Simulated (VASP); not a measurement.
# AlN (P6_3mc) in VASP: single point with HSE06

Aim: the single point of AlN with HSE06.

All numbers are computed with VASP 6.6.1; they aren't measurements. Logs are shortened: lines on timing, memory, paths and dates and some standing lists are left out, and cuts for length are marked.

## (1) The cell of the first run

Symmetry: P6_3mc, No. 186, hexagonal system. Conventional cell: a = 3.113 Å, b = 3.113 Å, c = 4.981 Å, α = 90.00°, β = 90.00°, γ = 120.00°. Al (site symmetry 3m) has 4 N at 1.89 to 1.90 Å within 2.5 Å. N (site symmetry 3m) has 4 Al at 1.89 to 1.90 Å within 2.5 Å.

## (2) Single point, HSE06, non-collinear spin, zero start, spin-orbit coupling

File POSCAR:

```
AlN
1.0
    3.1130000000      0.0000000000      0.0000000000
   -1.5565000000      2.6959370820      0.0000000000
    0.0000000000      0.0000000000      4.9810000000
Al N
2 2
Direct
    0.3333333333      0.6666666667      0.9990161995
    0.6666666667      0.3333333333      0.4990161995
    0.3333333333      0.6666666667      0.3809838005
    0.6666666667      0.3333333333      0.8809838005
```

File INCAR.step1:

```
PREC     = Accurate       # precision mode
ENCUT    = 520            # plane-wave cutoff, eV
EDIFF    = 1E-5           # SCF threshold, eV
ISMEAR   = 0              # smearing method
SIGMA    = 0.01           # smearing width, eV
LREAL    = F              # projectors in reciprocal space
LASPH    = T              # aspherical terms in the spheres
NELM     = 150            # most SCF steps
ALGO     = Normal         # electronic algorithm
ISIF     = 2              # what is computed and relaxed
LWAVE    = T              # write WAVECAR
LCHARG   = F              # write CHGCAR
LNONCOLLINEAR= T              # non-collinear magnetism
MAGMOM   = 0 0 0 0 0 0 0 0 0 0 0 0 # initial moments
LORBIT   = 11             # projections on sites
LSORBIT  = T              # spin-orbit coupling
GGA_COMPAT= F            
LORBMOM  = T            
NBANDS   = 30             # bands
GGA      = PE             # functional
KPAR     = 4
```

File INCAR.step2:

```
PREC     = Accurate       # precision mode
ENCUT    = 520            # plane-wave cutoff, eV
EDIFF    = 1E-7           # SCF threshold, eV
ISMEAR   = 0              # smearing method
SIGMA    = 0.01           # smearing width, eV
LREAL    = F              # projectors in reciprocal space
LASPH    = T              # aspherical terms in the spheres
NELM     = 150            # most SCF steps
ALGO     = Normal         # electronic algorithm
ISIF     = 2              # what is computed and relaxed
LWAVE    = F              # write WAVECAR
LCHARG   = F              # write CHGCAR
LNONCOLLINEAR= T              # non-collinear magnetism
MAGMOM   = 0 0 0 0 0 0 0 0 0 0 0 0 # initial moments
LORBIT   = 11             # projections on sites
LSORBIT  = T              # spin-orbit coupling
GGA_COMPAT= F            
LORBMOM  = T            
GGA      = PE             # functional
LHFCALC  = T              # exact exchange
HFSCREEN = 0.2079         # screening, 1/A
PRECFOCK = Normal       
NBANDS   = 30             # bands
ISTART   = 1            
KPAR     = 4
```

File KPOINTS:

```
regular mesh
0
Gamma
  6 6 4
```

Potentials or basis: VASP PAW PBE potentials, release 64 (Al, N).

On the command line:

```bash
$ cat potpaw_PBE.64/Al/POTCAR potpaw_PBE.64/N/POTCAR > POTCAR
$ cp INCAR.step1 INCAR
$ mpirun -np 4 vasp_ncl > vasp.out
$ cp INCAR.step2 INCAR
$ mpirun -np 4 vasp_ncl > vasp.out
```

OUTCAR:

```text
PREC = Accurate
   ENCUT = 520
   EDIFF = 1E-7
   ISMEAR = 0
   LREAL = F
   LASPH = T
   NELM = 150
   ISIF = 2
   LNONCOLLINEAR = T
   LORBIT = 11
   LSORBIT = T
   GGA = PE
   LHFCALC = T
   HFSCREEN = 0.2079
   PRECFOCK = Normal
   ISTART = 1

 ion  position               nearest neighbor table
   1  0.333  0.667  0.999-   4 1.89   4 1.89   4 1.89   3 1.90   2 3.07   2 3.07   2 3.07   2 3.07
                             2 3.07   2 3.07
   2  0.667  0.333  0.499-   3 1.89   3 1.89   3 1.89   4 1.90   1 3.07   1 3.07   1 3.07   1 3.07
                             1 3.07   1 3.07
   3  0.333  0.667  0.381-   2 1.89   2 1.89   2 1.89   1 1.90
   4  0.667  0.333  0.881-   1 1.89   1 1.89   1 1.89   2 1.90

  LATTYP: Found a hexagonal cell.
 ALAT       =     3.1130000000
 C/A-ratio  =     1.6000642467

  Lattice vectors:

 A1 = (   3.1130000000,   0.0000000000,   0.0000000000)
 A2 = (  -1.5565000000,   2.6959370820,   0.0000000000)
 A3 = (   0.0000000000,   0.0000000000,   4.9810000000)

Analysis of symmetry for initial positions (statically):
=====================================================================
 Subroutine PRICEL returns:
 Original cell was already a primitive cell.

 Routine SETGRP: Setting up the symmetry group for a
 hexagonal supercell.

 Subroutine GETGRP returns: Found 12 space group operations
 (whereof  6 operations were pure point group operations)
 out of a pool of 24 trial point group operations.

The static configuration has the point symmetry C_3v.
 The point group associated with its full space group is C_6v.

Analysis of symmetry for dynamics (positions and initial velocities):
=====================================================================
 Subroutine PRICEL returns:
 Original cell was already a primitive cell.

 Routine SETGRP: Setting up the symmetry group for a
 hexagonal supercell.

 Subroutine GETGRP returns: Found 12 space group operations
 (whereof  6 operations were pure point group operations)
 out of a pool of 24 trial point group operations.

The dynamic configuration has the point symmetry C_3v.
 The point group associated with its full space group is C_6v.

Analysis of structural, dynamic, and magnetic symmetry:
=====================================================================
 Subroutine PRICEL returns:
 Original cell was already a primitive cell.

 Routine SETGRP: Setting up the symmetry group for a
 hexagonal supercell.

 Subroutine GETGRP returns: Found 12 space group operations
[... 942 lines left out ...]
      1.55650      0.89865      2.48560         0.000000     -0.000000      0.000912
     -0.00000      1.79729      1.89768         0.000000      0.000000     -0.000912
      1.55650      0.89865      4.38818         0.000000     -0.000000     -0.000912
 -----------------------------------------------------------------------------------
    total drift:                               -0.000000      0.000000      0.000272

  FREE ENERGIE OF THE ION-ELECTRON SYSTEM (eV)
  ---------------------------------------------------
  free  energy   TOTEN  =       -34.8934295778 eV

  energy  without entropy=      -34.8934295778  energy(sigma->0) =      -34.89342958

 orbital moment (x)

 # of ion     p       tot
 --------------------------------
  1        -0.000  -0.000
  2        -0.000  -0.000
  3         0.000   0.000
  4         0.000   0.000
 --------------------------------
           -0.000  -0.000

 orbital moment (y)

 # of ion     p       tot
 --------------------------------
  1        -0.000  -0.000
  2         0.000   0.000
  3        -0.000  -0.000
  4         0.000   0.000
 --------------------------------
           -0.000  -0.000

 orbital moment (z)

 # of ion     p       tot
 --------------------------------
  1         0.000   0.000
  2         0.000   0.000
  3         0.000   0.000
  4         0.000   0.000
 --------------------------------
            0.000   0.000

 Spin-Orbit-Coupling matrix elements

 Ion:    1  E_soc:     -0.0000935
 l=   1
     0.0000000    -0.0000154    -0.0000158
    -0.0000154     0.0000000    -0.0000154
    -0.0000158    -0.0000154     0.0000000
 l=   2
     0.0000000     0.0000000     0.0000000     0.0000000     0.0000000
     0.0000000     0.0000000     0.0000000     0.0000000     0.0000000
     0.0000000     0.0000000     0.0000000     0.0000000     0.0000000
     0.0000000     0.0000000     0.0000000     0.0000000     0.0000000
     0.0000000     0.0000000     0.0000000     0.0000000     0.0000000
 l=   3
     0.0000000     0.0000000     0.0000000     0.0000000     0.0000000     0.0000000     0.0000000
     0.0000000     0.0000000     0.0000000     0.0000000     0.0000000     0.0000000     0.0000000
     0.0000000     0.0000000     0.0000000     0.0000000     0.0000000     0.0000000     0.0000000
     0.0000000     0.0000000     0.0000000     0.0000000     0.0000000     0.0000000     0.0000000
[... 49 lines left out ...]
 l=   2
     0.0000000     0.0000000     0.0000000     0.0000000     0.0000000
     0.0000000     0.0000000     0.0000000     0.0000000     0.0000000
     0.0000000     0.0000000     0.0000000     0.0000000     0.0000000
     0.0000000     0.0000000     0.0000000     0.0000000     0.0000000
     0.0000000     0.0000000     0.0000000     0.0000000     0.0000000
 l=   3
     0.0000000     0.0000000     0.0000000     0.0000000     0.0000000     0.0000000     0.0000000
     0.0000000     0.0000000     0.0000000     0.0000000     0.0000000     0.0000000     0.0000000
     0.0000000     0.0000000     0.0000000     0.0000000     0.0000000     0.0000000     0.0000000
     0.0000000     0.0000000     0.0000000     0.0000000     0.0000000     0.0000000     0.0000000
     0.0000000     0.0000000     0.0000000     0.0000000     0.0000000     0.0000000     0.0000000
     0.0000000     0.0000000     0.0000000     0.0000000     0.0000000     0.0000000     0.0000000
     0.0000000     0.0000000     0.0000000     0.0000000     0.0000000     0.0000000     0.0000000

 total charge

# of ion       s       p       d       tot
------------------------------------------
    1        0.420   0.455   0.000   0.875
    2        0.420   0.455   0.000   0.875
    3        1.222   2.652   0.000   3.874
    4        1.222   2.652   0.000   3.874
--------------------------------------------------
tot          3.284   6.214   0.000   9.498

 magnetization (x)

# of ion       s       p       d       tot
------------------------------------------
    1       -0.000   0.000   0.000   0.000
    2        0.000   0.000   0.000   0.000
    3        0.000   0.000   0.000   0.000
    4        0.000   0.000   0.000   0.000
--------------------------------------------------
tot          0.000   0.000   0.000   0.000

 magnetization (y)

# of ion       s       p       d       tot
------------------------------------------
    1        0.000   0.000   0.000   0.000
    2        0.000   0.000   0.000   0.000
    3        0.000   0.000   0.000   0.000
    4        0.000   0.000   0.000   0.000
--------------------------------------------------
tot          0.000   0.000   0.000   0.000

 magnetization (z)

# of ion       s       p       d       tot
------------------------------------------
    1       -0.000  -0.000   0.000  -0.000
    2       -0.000   0.000   0.000   0.000
    3       -0.000   0.000   0.000  -0.000
    4        0.000   0.000   0.000   0.000
--------------------------------------------------
tot         -0.000   0.000   0.000  -0.000
```

Run time: 28 min. Hardware: 4 MPI ranks of Intel Xeon 6975P-C (Granite Rapids), shared host; peak memory 0.4 GiB.

What came out:

| Quantity | Value |
| --- | --- |
| Free energy | -34.8934 eV |
| Pressure | -1.8 GPa |
| Net moment | 0.00 μB per cell |
| Valence electrons inside the program's atomic spheres | Al 0.88; N 3.87 |

Moments on the atoms (μB; x, y, z):
```
Al  0.00 0.00 0.00
Al  0.00 0.00 0.00
N   0.00 0.00 0.00
N   0.00 0.00 0.00
```

Caveat: the k points lie up to 0.39 Å⁻¹ apart; the PAW data sets were made with another functional, which shifts forces and pressure a little.
